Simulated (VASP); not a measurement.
# Au (Fm-3m) in VASP: further runs, part 2 of 2

VASP 6.6.1. Earlier steps stand in the parts before.

### Step 3. Single point, PBE (volume scaled by 0.94)

File INCAR:

```
SYSTEM = Au
ALGO = Normal
EDIFF = 1E-6
ENCUT = 520
GGA = PE
ISIF = 2
ISMEAR = 0
LASPH = .True.
LCHARG = .False.
LREAL = .False.
LWAVE = .False.
NBANDS = 12
NELM = 60
PREC = Accurate
SIGMA = 0.1
```

File KPOINTS:

```
k-points
0
Gamma
  18 18 18
  0 0 0
```

File POSCAR:

```
Au
1.0
    0.0000000000      2.0366150150      2.0366150150
    2.0366150150      0.0000000000      2.0366150150
    2.0366150150      2.0366150150      0.0000000000
Au
1
Direct
    0.0000000000      0.0000000000      0.0000000000
```

Potentials or basis: VASP PAW PBE potentials, release 64 (Au).

Started as:

```console
$ cat potpaw_PBE.64/Au/POTCAR > POTCAR
$ mpirun -np 1 vasp_std > vasp.out
```

OUTCAR:

```text
SYSTEM = Au
   EDIFF = 1E-6
   ENCUT = 520
   GGA = PE
   ISIF = 2
   ISMEAR = 0
   LASPH = .True.
   LREAL = .False.
   NELM = 60
   PREC = Accurate

 ion  position               nearest neighbor table
   1  0.000  0.000  0.000-

  LATTYP: Found a face centered cubic cell.
 ALAT       =     4.0732300300

  Lattice vectors:

 A1 = (   0.0000000000,   2.0366150150,   2.0366150150)
 A2 = (   2.0366150150,   0.0000000000,   2.0366150150)
 A3 = (   2.0366150150,   2.0366150150,   0.0000000000)

Analysis of symmetry for initial positions (statically):
=====================================================================
 Subroutine PRICEL returns:
 Original cell was already a primitive cell.

 Routine SETGRP: Setting up the symmetry group for a
 face centered cubic supercell.

 Subroutine GETGRP returns: Found 48 space group operations
 (whereof 48 operations were pure point group operations)
 out of a pool of 48 trial point group operations.

The static configuration has the point symmetry O_h .

Analysis of symmetry for dynamics (positions and initial velocities):
=====================================================================
 Subroutine PRICEL returns:
 Original cell was already a primitive cell.

 Routine SETGRP: Setting up the symmetry group for a
 face centered cubic supercell.

 Subroutine GETGRP returns: Found 48 space group operations
 (whereof 48 operations were pure point group operations)
 out of a pool of 48 trial point group operations.

The dynamic configuration has the point symmetry O_h .

 Subroutine INISYM returns: Found 48 space group operations
 (whereof 48 operations are pure point group operations),
 and found     1 'primitive' translations

----------------------------------------------------------------------------------------

                                     Primitive cell

  volume of cell :      16.8949

  direct lattice vectors                    reciprocal lattice vectors
     0.000000000  2.036615015  2.036615015    -0.245505408  0.245505408  0.245505408
     2.036615015  0.000000000  2.036615015     0.245505408 -0.245505408  0.245505408
     2.036615015  2.036615015  0.000000000     0.245505408  0.245505408 -0.245505408

  length of vectors
     2.880208576  2.880208576  2.880208576     0.425227840  0.425227840  0.425227840

  position of ions in fractional coordinates (direct lattice)
     0.000000000  0.000000000  0.000000000

  ion indices of the primitive-cell ions
   primitive index   ion index
                 1           1

----------------------------------------------------------------------------------------

 KPOINTS: k-points

Automatic generation of k-mesh.
 Grid dimensions read from file:
 generate k-points for:   18   18   18

 Generating k-lattice:

  Cartesian coordinates                     Fractional coordinates (reciprocal lattice)
    -0.013639189  0.013639189  0.013639189     0.055555556  0.000000000  0.000000000
     0.013639189 -0.013639189  0.013639189     0.000000000  0.055555556  0.000000000
     0.013639189  0.013639189 -0.013639189     0.000000000  0.000000000  0.055555556

  Length of vectors
     0.023623769  0.023623769  0.023623769

  Shift w.r.t. Gamma in fractional coordinates (k-lattice)
     0.000000000  0.000000000  0.000000000

 Subroutine IBZKPT returns following result:
 ===========================================

 Found    195 irreducible k-points:

 Following reciprocal coordinates:
            Coordinates               Weight
  0.000000  0.000000  0.000000      1.000000
  0.055556  0.000000  0.000000      8.000000
  0.111111  0.000000  0.000000      8.000000
  0.166667  0.000000  0.000000      8.000000
  0.222222  0.000000  0.000000      8.000000
  0.277778  0.000000  0.000000      8.000000
[... 16 lines left out ...]
 -0.277778  0.055556  0.000000     24.000000
 -0.222222  0.055556  0.000000     24.000000
 [... further k-points ...]
   k-points           NKPTS =    195   k-points in BZ     NKDIM =    195   number of bands    NBANDS=     12
   number of dos      NEDOS =    301   number of ions     NIONS =      1
   total plane-waves  NPLWV =  13824
   dimension x,y,z NGX =    24 NGY =   24 NGZ =   24
   dimension x,y,z NGXF=    48 NGYF=   48 NGZF=   48
   ions per type =               1
   NGX,Y,Z   is equivalent  to a cutoff of  13.85, 13.85, 13.85 a.u.
   NGXF,Y,Z  is equivalent  to a cutoff of  27.71, 27.71, 27.71 a.u.
 SYSTEM =  Au
   PREC   = accura    normal or accurate (medium, high low for compatibility)
   ISTART =      0    job   : 0-new  1-cont  2-samecut
   ICHARG =      2    charge: 1-file 2-atom 10-const
   ISPIN  =      1    spin polarized calculation?
   LNONCOLLINEAR =      F non collinear calculations
   LSORBIT =      F    spin-orbit coupling
   LASPH  =      T    aspherical Exc in radial PAW
   ENCUT  =  520.0 eV  38.22 Ry    6.18 a.u.   5.36  5.36  5.36*2*pi/ulx,y,z
   NELM   =     60;   NELMIN=  2; NELMDL= -5     # of ELM steps
   EDIFF  = 0.1E-05   stopping-criterion for ELM
   LREAL  =      F    real-space projection
   EDIFFG = 0.1E-04   stopping-criterion for IOM
   NSW    =      0    number of steps for IOM
   IBRION =     -1    ionic relax: 0-MD 1-quasi-New 2-CG
   NFREE  =      0    steps in history (QN), initial steepest desc. (CG)
   ISIF   =      2    stress and relaxation
   ISYM   =      2    0-nonsym 1-usesym 2-fastsym
   POTIM  = 0.5000    time-step for ionic-motion
   TEBEG  =    0.0;   TEEND  =   0.0 temperature during run
   PSTRESS=    0.0 pullay stress
   NELECT =      11.0000    total number of electrons
   NUPDOWN=      -1.0000    fix difference up-down
   EMIN   =  10.00;   EMAX   =-10.00  energy-range for DOS
   EFERMI =   0.00;   METHOD = LEGACY
   ISMEAR =     0;   SIGMA  =   0.10  broadening in eV -4-tet -1-fermi 0-gaus
   EFERMI_NEDOS =   21; number of points for ismear=-14 and -15
   IALGO  =     38    algorithm
   IMIX   =      4    mixing-type and parameters
     AMIX     =   0.40;   BMIX     =  1.00
     AMIX_MAG =   1.60;   BMIX_MAG =  1.00
  volume/ion in A,a.u.               =      16.89       114.01
  Fermi-wavevector in a.u.,A,eV,Ry     =   1.418905  2.681342 27.392509  2.013293
  Thomas-Fermi vector in A             =   2.539982
   LORBIT       =      0    0 simple, 1 ext, 2 COOP (PROOUT), +10 PAW based schemes
   GGA     = PE    functional components
   LHFCALC =     F    Hartree Fock is set to
   AEXX    =    0.0000 exact exchange contribution
   IVDW    =     0    specifies the selected vdW correction
   LEPSILON=     F    determine dielectric tensor
   LRPA    =     F    only Hartree local field effects (RPA)
 non-spin polarized calculation
 Gauss-broadening in eV      SIGMA  =   0.10
  energy-cutoff  :      520.00
  volume of cell :       16.89
 maximum number of plane-waves:       469
 NGX is ok and might be reduce to    24
   NGX = 11   NGY = 11   NGZ = 11

 number of electron      10.9999999 magnetization

 Free energy of the ion-electron system (eV)
  ---------------------------------------------------
  ext. energy  EPLUGINS =         0.00000000
  ---------------------------------------------------
  free energy    TOTEN  =        -3.19065670 eV

  energy without entropy =       -3.18927889  energy(sigma->0) =       -3.18996780

 E-fermi :   9.6041     XC(G=0): -12.7685

 val. band max:        9.6029322936   @ k =   0.5000   0.1667   0.0556
 cond. band min:       9.6076386178   @ k =   0.5000   0.2778   0.1111
 fundamental gap:      0.0047063242
 Fermi energy:         9.6041064554

 k-point     1 :       0.0000    0.0000    0.0000
  band No.  band energies     occupation
      1      -0.3281      2.00000
      2       4.8820      2.00000
      3       4.8820      2.00000
      4       4.8820      2.00000
      5       6.4203      2.00000
      6       6.4203      2.00000
      7      24.1294      0.00000
      8      28.1800      0.00000
      9      28.1800      0.00000
     10      28.1800      0.00000
     11      33.1111      0.00000
     12      37.8493      0.00000
[... 331 lines left out ...]
 k-point    24 :      -0.2222    0.0556    0.0000
  band No.  band energies     occupation
      1       1.4803      2.00000
      2       4.6110      2.00000
      3       5.1905      2.00000
      4       5.2288      2.00000
      5       6.3231      2.00000
      6       6.8130      2.00000
      7      21.2671      0.00000
      8      25.2473      0.00000
      9      28.2570      0.00000
     10      30.4920      0.00000
     11      31.1464      0.00000
     12      32.5649      0.00000

 [... further k-points ...]

------------------------ aborting loop because EDIFF is reached ----------------------------------------

  FORCE on cell =-STRESS in cart. coord.  units (eV):
  Direction    XX          YY          ZZ          XY          YZ          ZX
  --------------------------------------------------------------------------------------
  -------------------------------------------------------------------------------------
  Total        1.0685434      1.0685434      1.0685434      0.0000000      0.0000000      0.0000000
  in kB      101.3318359    101.3318359    101.3318359      0.0000000      0.0000000      0.0000000
  external PRESSURE =     101.3318359 kB  Pullay stress =       0.0000000 kB

 VOLUME and BASIS-vectors are now :
 -----------------------------------------------------------------------------
  energy-cutoff  :      520.00
  volume of cell :       16.89
      direct lattice vectors                 reciprocal lattice vectors
     0.000000000  2.036615015  2.036615015    -0.245505408  0.245505408  0.245505408
     2.036615015  0.000000000  2.036615015     0.245505408 -0.245505408  0.245505408
     2.036615015  2.036615015  0.000000000     0.245505408  0.245505408 -0.245505408

 POSITION                                       TOTAL-FORCE (eV/Angst)
 -----------------------------------------------------------------------------------
      0.00000      0.00000      0.00000         0.000000     -0.000000      0.000000
 -----------------------------------------------------------------------------------
    total drift:                               -0.000000      0.000000     -0.000000

  FREE ENERGIE OF THE ION-ELECTRON SYSTEM (eV)
  ---------------------------------------------------
  free  energy   TOTEN  =        -3.1906567006 eV

  energy  without entropy=       -3.1892788911  energy(sigma->0) =       -3.18996780
```

OSZICAR:

```text
N       E                     dE             d eps       ncg     rms          rms(c)
DAV:   1     0.509718242983E+02    0.50972E+02   -0.56081E+03  4808   0.816E+02
DAV:   2    -0.273055105131E+01   -0.53702E+02   -0.50691E+02  5492   0.189E+02
DAV:   3    -0.345351225073E+01   -0.72296E+00   -0.72235E+00  5644   0.212E+01
DAV:   4    -0.345595833866E+01   -0.24461E-02   -0.24459E-02  5628   0.143E+00
DAV:   5    -0.345597595338E+01   -0.17615E-04   -0.17614E-04  5748   0.114E-01    0.967E+00
DAV:   6    -0.321260457416E+01    0.24337E+00   -0.63326E-01  5108   0.649E+00    0.610E+00
DAV:   7    -0.319290520685E+01    0.19699E-01   -0.68778E-02  5560   0.215E+00    0.279E+00
DAV:   8    -0.319066532897E+01    0.22399E-02   -0.19681E-03  5216   0.380E-01    0.263E-01
DAV:   9    -0.319065148856E+01    0.13840E-04   -0.96297E-06  5732   0.281E-02    0.174E-02
DAV:  10    -0.319065672449E+01   -0.52359E-05   -0.24116E-06  5564   0.147E-02    0.108E-03
DAV:  11    -0.319065670062E+01    0.23869E-07   -0.54730E-08  3008   0.181E-03
   1 F= -.31906567E+01 E0= -.31899678E+01  d E =-.137781E-02
```

stdout:

```text
POSCAR found type information on POSCAR Au
 POSCAR found :  1 types and       1 ions
 scaLAPACK will be used
 LDA part: xc-table for (Slater+PW92), standard interpolation
 POSCAR, INCAR and KPOINTS ok, starting setup
 FFT: planning ... GRIDC
 FFT: planning ... GRID_SOFT
 FFT: planning ... GRID
 WAVECAR not read
 entering main loop
```

It took 10 s on 1 thread of Intel Xeon 6975P-C (Granite Rapids), shared host; peak memory 0.17 GiB.

What came out:

```yaml
Free_energy: -3.1907 eV
Pressure: 10.1 GPa
```

Caveat: spin-orbit coupling is left out, which moves the levels of the heavy elements.
